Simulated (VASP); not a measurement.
A run of VASP 6.6.1:

The input INCAR:

```
SYSTEM = NbC4
PREC = Accurate ; ENCUT = 600
EDIFF = 1E-6 ; ISMEAR = 0
SIGMA = 0.1 ; LREAL = .FALSE.
LASPH = .TRUE. ; NELM = 80
ALGO = Normal ; ISIF = 3
LWAVE = .FALSE. ; LCHARG = .FALSE.
GGA = PE ; IBRION = 2
NSW = 90 ; EDIFFG = -0.04
```

The input KPOINTS:

```
Automatic mesh
0
G
  6 6 6
  0 0 0
```

Contents of POSCAR:

```
NbC4
1.0
    3.5550770300      0.0000000000      0.0000000000
    0.0000000000      3.5550770300      0.0000000000
    0.0000000000      0.0000000000      3.5550770300
Nb C
1 4
Direct
    0.0000000000      0.0000000000      0.0000000000
    0.5000000000      0.0000000000      0.0000000000
    0.0000000000      0.5000000000      0.0000000000
    0.0000000000      0.0000000000      0.5000000000
    0.5000000000      0.5000000000      0.5000000000
```

Potentials or basis: VASP PAW PBE potentials, release 64 (Nb_sv, C).

Run with:

```console
$ cat potpaw_PBE.64/Nb_sv/POTCAR potpaw_PBE.64/C/POTCAR > POTCAR
$ mpirun -np 1 vasp_std > vasp.out
```

Hardware: 1 thread of Intel(R) Xeon(R) 6975P-C (Granite Rapids), on a shared host.

**Question.** Estimate the wall time of this run.

**Answer.** Wall time 60 s on 1 thread of Intel(R) Xeon(R) 6975P-C (Granite Rapids), on a shared host, peak memory 0.16 GiB. Counts: scf iterations 62, k points 20, ion steps 4.
